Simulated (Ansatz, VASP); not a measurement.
**One calculation of Ge, two programs**

```
CELL_PARAMETERS angstrom
2.87889 0.00000 0.00000
-1.43944 2.49319 0.00000
0.00000 0.00000 2.69326
ATOMIC_POSITIONS crystal
Ge 0.00000 0.00000 0.00000
```

Alike in both runs: functional PBE; k mesh 24 × 24 × 20; occupations gaussian, width 0.1 eV; no spin polarisation.

Ansatz relaxed the structure, and its values are those at the end. VASP's run is a single point on that final structure, the one shown.

|  | VASP | Ansatz |
| --- | --- | --- |
| version | VASP 6.6.1 | Ansatz 0.2.0 |
| potentials or method | VASP PAW PBE potentials, release 64 (Ge_d), cutoff 520 eV | scalar-relativistic, plane waves, PAW |
| valence electrons in the cell | 14 | 14 |

|  | VASP | Ansatz | Ansatz less VASP |
| --- | --- | --- | --- |
| gap on the k mesh at the Fermi level (eV) | none | none | - |
| pressure (GPa) | 0.0 | 0.0 | -0.01 |

A gap of «none» marks a metal or a gap that the smearing closes.
